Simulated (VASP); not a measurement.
# HgSe (F-43m) in VASP: single point with HSE06

Aim: the single point of HgSe with HSE06.

Everything below comes from runs of VASP 6.6.1. Logs are shortened: lines on timing, memory, paths and dates and some standing lists are left out, and cuts for length are marked.

## 1. The cell of the first run

The structure is cubic, space group F-43m (No. 216). The conventional cell has a = 6.134 Å, b = 6.134 Å, c = 6.134 Å, α = 90.00°, β = 90.00°, γ = 90.00°. Hg (site symmetry -43m) has 4 Se at 2.66 Å within 3.5 Å. Se (site symmetry -43m) has 4 Hg at 2.66 Å within 3.5 Å.

## 2. Single point, HSE06

The input, POSCAR:

```
HgSe
1.0
    0.0000000000      3.0668969927      3.0668969927
    3.0668969927      0.0000000000      3.0668969927
    3.0668969927      3.0668969927      0.0000000000
Hg Se
1 1
Direct
    0.0000000000      0.0000000000      0.0000000000
    0.2500000000      0.2500000000      0.2500000000
```

The input, INCAR.step1:

```
SYSTEM = HgSe
ALGO = Normal ; EDIFF = 1E-5
ENCUT = 400 ; GGA = PE
GGA_COMPAT = .False. ; ISIF = 2
ISMEAR = 0 ; LASPH = .True.
LREAL = .False. ; LWAVE = .True.
NBANDS = 16 ; NELM = 120
PREC = Accurate ; SIGMA = 0.01
```

The input, INCAR.step2:

```
SYSTEM = HgSe
ALGO = Normal ; EDIFF = 1E-6
ENCUT = 400 ; GGA = PE
GGA_COMPAT = .False. ; HFSCREEN = 0.2079
ISIF = 2 ; ISMEAR = 0
ISTART = 1 ; LASPH = .True.
LCHARG = .True. ; LELF = .True.
LHFCALC = .True. ; LREAL = .False.
LVHAR = .True. ; LWAVE = .False.
NBANDS = 16 ; NELM = 120
PREC = Accurate ; PRECFOCK = Normal
SIGMA = 0.01
```

The input, KPOINTS:

```
k-points
0
Gamma
  6 6 6
  0 0 0
```

Potentials or basis: VASP PAW PBE potentials, release 64 (Hg, Se).

Run with:

```bash
$ cat potpaw_PBE.64/Hg/POTCAR potpaw_PBE.64/Se/POTCAR > POTCAR
$ cp INCAR.step1 INCAR
$ mpirun -np 1 vasp_std > vasp.out
$ cp INCAR.step2 INCAR
$ mpirun -np 1 vasp_std > vasp.out
```

OUTCAR:

```text
SYSTEM = HgSe
   EDIFF = 1E-6
   ENCUT = 400
   GGA = PE
   HFSCREEN = 0.2079
   ISIF = 2
   ISMEAR = 0
   ISTART = 1
   LASPH = .True.
   LHFCALC = .True.
   LREAL = .False.
   NELM = 120
   PREC = Accurate
   PRECFOCK = Normal

 ion  position               nearest neighbor table
   1  0.000  0.000  0.000-   2 2.66   2 2.66   2 2.66   2 2.66
   2  0.250  0.250  0.250-   1 2.66   1 2.66   1 2.66   1 2.66

  LATTYP: Found a face centered cubic cell.
 ALAT       =     6.1337939854

  Lattice vectors:

 A1 = (   0.0000000000,   3.0668969927,   3.0668969927)
 A2 = (   3.0668969927,   0.0000000000,   3.0668969927)
 A3 = (   3.0668969927,   3.0668969927,   0.0000000000)

Analysis of symmetry for initial positions (statically):
=====================================================================
 Subroutine PRICEL returns:
 Original cell was already a primitive cell.

 Routine SETGRP: Setting up the symmetry group for a
 face centered cubic supercell.

 Subroutine GETGRP returns: Found 24 space group operations
 (whereof 24 operations were pure point group operations)
 out of a pool of 48 trial point group operations.

The static configuration has the point symmetry T_d .

Analysis of symmetry for dynamics (positions and initial velocities):
=====================================================================
 Subroutine PRICEL returns:
 Original cell was already a primitive cell.

 Routine SETGRP: Setting up the symmetry group for a
 face centered cubic supercell.

 Subroutine GETGRP returns: Found 24 space group operations
 (whereof 24 operations were pure point group operations)
 out of a pool of 48 trial point group operations.

The dynamic configuration has the point symmetry T_d .

 Subroutine INISYM returns: Found 24 space group operations
 (whereof 24 operations are pure point group operations),
 and found     1 'primitive' translations

----------------------------------------------------------------------------------------

                                     Primitive cell

  volume of cell :      57.6936

  direct lattice vectors                    reciprocal lattice vectors
     0.000000000  3.066896993  3.066896993    -0.163031234  0.163031234  0.163031234
     3.066896993  0.000000000  3.066896993     0.163031234 -0.163031234  0.163031234
     3.066896993  3.066896993  0.000000000     0.163031234  0.163031234 -0.163031234

  length of vectors
     4.337247321  4.337247321  4.337247321     0.282378380  0.282378380  0.282378380

  position of ions in fractional coordinates (direct lattice)
     0.000000000  0.000000000  0.000000000
     0.250000000  0.250000000  0.250000000

  ion indices of the primitive-cell ions
   primitive index   ion index
                 1           1
                 2           2

----------------------------------------------------------------------------------------

 KPOINTS: k-points

Automatic generation of k-mesh.
 Grid dimensions read from file:
 generate k-points for:    6    6    6

 Generating k-lattice:

  Cartesian coordinates                     Fractional coordinates (reciprocal lattice)
    -0.027171872  0.027171872  0.027171872     0.166666667  0.000000000  0.000000000
     0.027171872 -0.027171872  0.027171872     0.000000000  0.166666667  0.000000000
     0.027171872  0.027171872 -0.027171872     0.000000000  0.000000000  0.166666667

  Length of vectors
     0.047063063  0.047063063  0.047063063

  Shift w.r.t. Gamma in fractional coordinates (k-lattice)
     0.000000000  0.000000000  0.000000000

 Subroutine IBZKPT returns following result:
 ===========================================

 Found     16 irreducible k-points:

 Following reciprocal coordinates:
            Coordinates               Weight
  0.000000  0.000000  0.000000      1.000000
  0.166667  0.000000  0.000000      8.000000
  0.333333  0.000000  0.000000      8.000000
  0.500000  0.000000  0.000000      4.000000
  0.166667  0.166667  0.000000      6.000000
  0.333333  0.166667  0.000000     24.000000
[... 8 lines left out ...]
 -0.333333  0.333333  0.166667     24.000000
 -0.333333  0.500000  0.166667     12.000000
   k-points           NKPTS =     16   k-points in BZ     NKDIM =    216   number of bands    NBANDS=     16
   number of dos      NEDOS =    301   number of ions     NIONS =      2
   total plane-waves  NPLWV =  21952
   dimension x,y,z NGX =    28 NGY =   28 NGZ =   28
   dimension x,y,z NGXF=    56 NGYF=   56 NGZF=   56
   ions per type =               1   1
   NGX,Y,Z   is equivalent  to a cutoff of  10.73, 10.73, 10.73 a.u.
   NGXF,Y,Z  is equivalent  to a cutoff of  21.46, 21.46, 21.46 a.u.
 SYSTEM =  HgSe
   PREC   = accura    normal or accurate (medium, high low for compatibility)
   ISTART =      1    job   : 0-new  1-cont  2-samecut
   ICHARG =      0    charge: 1-file 2-atom 10-const
   ISPIN  =      1    spin polarized calculation?
   LNONCOLLINEAR =      F non collinear calculations
   LSORBIT =      F    spin-orbit coupling
   LASPH  =      T    aspherical Exc in radial PAW
   ENCUT  =  400.0 eV  29.40 Ry    5.42 a.u.   7.07  7.07  7.07*2*pi/ulx,y,z
   NELM   =    120;   NELMIN=  2; NELMDL=  0     # of ELM steps
   EDIFF  = 0.1E-05   stopping-criterion for ELM
   LREAL  =      F    real-space projection
   EDIFFG = 0.1E-04   stopping-criterion for IOM
   NSW    =      0    number of steps for IOM
   IBRION =     -1    ionic relax: 0-MD 1-quasi-New 2-CG
   NFREE  =      0    steps in history (QN), initial steepest desc. (CG)
   ISIF   =      2    stress and relaxation
   ISYM   =      3    0-nonsym 1-usesym 2-fastsym
   POTIM  = 0.5000    time-step for ionic-motion
   TEBEG  =    0.0;   TEEND  =   0.0 temperature during run
   PSTRESS=    0.0 pullay stress
   NELECT =      18.0000    total number of electrons
   NUPDOWN=      -1.0000    fix difference up-down
   EMIN   =  10.00;   EMAX   =-10.00  energy-range for DOS
   EFERMI =   0.00;   METHOD = LEGACY
   ISMEAR =     0;   SIGMA  =   0.01  broadening in eV -4-tet -1-fermi 0-gaus
   EFERMI_NEDOS =   21; number of points for ismear=-14 and -15
   IALGO  =     38    algorithm
   IMIX   =      1    mixing-type and parameters
     AMIX     =   0.40;   BMIX     =  1.00
     AMIX_MAG =   1.60;   BMIX_MAG =  1.00
  volume/ion in A,a.u.               =      28.85       194.67
  Fermi-wavevector in a.u.,A,eV,Ry     =   1.110341  2.098241 16.774047  1.232858
  Thomas-Fermi vector in A             =   2.246892
   LORBIT       =      0    0 simple, 1 ext, 2 COOP (PROOUT), +10 PAW based schemes
   GGA     = PE    functional components
   LHFCALC =     T    Hartree Fock is set to
   PRECFOCK=normal    Normal, Fast or Accurate (Low or Medium for compatibility)
   ENCUT4O =  -1.0   cutoff for four orbital integrals eV
   NKREDX  =     1    reduce k-point grid by
   NKREDY  =     1    reduce k-point grid by
   NKREDZ  =     1    reduce k-point grid by
   AEXX    =    0.2500 exact exchange contribution
   HFSCREEN=    0.2079 screening length (either q_TF or 0.3 A-1)
   HFSCREENC=   0.2079 screening length for correlation (either q_TF or 0.3 A-1)
   ENCUTFOCK=  -1.0 apply spherical cutoff to Coloumb kernel
   IVDW    =     0    specifies the selected vdW correction
   LEPSILON=     F    determine dielectric tensor
   LRPA    =     F    only Hartree local field effects (RPA)
 non-spin polarized calculation
 Gauss-broadening in eV      SIGMA  =   0.01
  energy-cutoff  :      400.00
  volume of cell :       57.69
 maximum number of plane-waves:      1067
  NGX = 24; NGY = 24; NGZ = 24

 number of electron      18.0000008 magnetization

 Free energy of the ion-electron system (eV)
  ---------------------------------------------------
  ext. energy  EPLUGINS =         0.00000000
  ---------------------------------------------------
  free energy    TOTEN  =        -5.27390524 eV

  energy without entropy =       -5.27383383  energy(sigma->0) =       -5.27386953

 E-fermi :   0.9690     XC(G=0):  -7.4301

 val. band max:        0.9659847979   @ k =   0.0000   0.0000   0.0000
 cond. band min:       2.4448159786   @ k =   0.1667   0.0000   0.0000
 fundamental gap:      1.4788311807
 Fermi energy:         0.9690163929

 k-point     1 :       0.0000    0.0000    0.0000
  band No.  band energies     occupation
      1     -13.4960      2.00000
      2      -7.0647      2.00000
      3      -7.0647      2.00000
      4      -7.0647      2.00000
      5      -6.3592      2.00000
      6      -6.3592      2.00000
[... 8 lines left out ...]
     15      13.3302      0.00000
     16      13.3302      0.00000

 k-point     2 :       0.1667    0.0000    0.0000
  band No.  band energies     occupation
      1     -13.3758      2.00000
      2      -7.0147      2.00000
      3      -7.0147      2.00000
      4      -6.9822      2.00000
      5      -6.3614      2.00000
      6      -6.3614      2.00000
[... 8 lines left out ...]
     15      12.2089      0.00000
     16      12.2089      0.00000

 k-point     3 :       0.3333    0.0000    0.0000
  band No.  band energies     occupation
      1     -13.1257      2.00000
      2      -6.9293      2.00000
      3      -6.9292      2.00000
      4      -6.5989      2.00000
      5      -6.3424      2.00000
      6      -6.3424      2.00000
[... 8 lines left out ...]
     15      12.5366      0.00000
     16      12.5366      0.00000

 k-point     4 :       0.5000    0.0000    0.0000
  band No.  band energies     occupation
      1     -12.9958      2.00000
      2      -6.8971      2.00000
      3      -6.8971      2.00000
      4      -6.3171      2.00000
      5      -6.3171      2.00000
      6      -6.0196      2.00000
[... 8 lines left out ...]
     15      13.9136      0.00000
     16      13.9136      0.00000

 k-point     5 :       0.1667    0.1667    0.0000
  band No.  band energies     occupation
      1     -13.3356      2.00000
      2      -7.0251      2.00000
      3      -6.9630      2.00000
      4      -6.9630      2.00000
      5      -6.3930      2.00000
      6      -6.3339      2.00000
[... 8 lines left out ...]
     15      12.8291      0.00000
     16      13.4338      0.00000

 k-point     6 :       0.3333    0.1667    0.0000
  band No.  band energies     occupation
      1     -13.1279      2.00000
      2      -6.9337      2.00000
      3      -6.8620      2.00000
      4      -6.7496      2.00000
      5      -6.3730      2.00000
      6      -6.3114      2.00000
[... 8 lines left out ...]
     15      13.3857      0.00000
     16      13.4356      0.00000
[... 115 lines left out ...]
 k-point    13 :       0.5000    0.5000    0.0000
  band No.  band energies     occupation
      1     -12.8285      2.00000
      2      -6.8232      2.00000
      3      -6.5835      2.00000
      4      -6.5835      2.00000
      5      -6.2571      2.00000
      6      -5.9633      2.00000
[... 8 lines left out ...]
     15      13.8540      0.00000
     16      15.1662      0.00000

 k-point    14 :       0.5000    0.3333    0.1667
  band No.  band energies     occupation
      1     -12.9580      2.00000
      2      -6.8283      2.00000
      3      -6.7919      2.00000
      4      -6.5546      2.00000
      5      -6.3180      2.00000
      6      -6.1872      2.00000
[... 8 lines left out ...]
     15      14.0719      0.00000
     16      14.7892      0.00000

 k-point    15 :      -0.3333    0.3333    0.1667
  band No.  band energies     occupation
      1     -12.8719      2.00000
      2      -6.7989      2.00000
      3      -6.7449      2.00000
      4      -6.4177      2.00000
      5      -6.3596      2.00000
      6      -5.8521      2.00000
[... 8 lines left out ...]
     15      13.7191      0.00000
     16      14.8527      0.00000

 k-point    16 :      -0.3333    0.5000    0.1667
  band No.  band energies     occupation
      1     -12.8294      2.00000
      2      -6.7719      2.00000
      3      -6.6701      2.00000
      4      -6.5017      2.00000
      5      -6.3220      2.00000
      6      -5.7910      2.00000
[... 8 lines left out ...]
     15      14.5740      0.00000
     16      14.6511      0.00000

------------------------ aborting loop because EDIFF is reached ----------------------------------------

  FORCE on cell =-STRESS in cart. coord.  units (eV):
  Direction    XX          YY          ZZ          XY          YZ          ZX
  --------------------------------------------------------------------------------------
  -------------------------------------------------------------------------------------
  Total        0.4819056      0.4819056      0.4819056     -0.0000000     -0.0000000      0.0000000
  in kB       13.3827383     13.3827383     13.3827383     -0.0000000     -0.0000000      0.0000000
  external PRESSURE =      13.3827383 kB  Pullay stress =       0.0000000 kB

 VOLUME and BASIS-vectors are now :
 -----------------------------------------------------------------------------
  energy-cutoff  :      400.00
  volume of cell :       57.69
      direct lattice vectors                 reciprocal lattice vectors
     0.000000000  3.066896993  3.066896993    -0.163031234  0.163031234  0.163031234
     3.066896993  0.000000000  3.066896993     0.163031234 -0.163031234  0.163031234
     3.066896993  3.066896993  0.000000000     0.163031234  0.163031234 -0.163031234

 POSITION                                       TOTAL-FORCE (eV/Angst)
 -----------------------------------------------------------------------------------
      0.00000      0.00000      0.00000         0.000000      0.000000      0.000000
      1.53345      1.53345      1.53345        -0.000000     -0.000000     -0.000000
 -----------------------------------------------------------------------------------
    total drift:                                0.000024      0.000027      0.000036

  FREE ENERGIE OF THE ION-ELECTRON SYSTEM (eV)
  ---------------------------------------------------
  free  energy   TOTEN  =        -5.2739052436 eV

  energy  without entropy=       -5.2738338260  energy(sigma->0) =       -5.27386953
```

It took 47 min on 1 thread of Intel Xeon Platinum 8259CL at 2.50GHz (Skylake/Cascade Lake), shared host; peak memory 0.29 GiB.

Results:

```yaml
Free_energy: -5.2739 eV
Pressure: 1.3 GPa
Band_gap_on_the_k_mesh: zero (filled and empty bands touch)
```

Caveat: the PAW data sets were made with another functional, which shifts forces and pressure a little; spin-orbit coupling is left out, which moves the levels of the heavy elements.
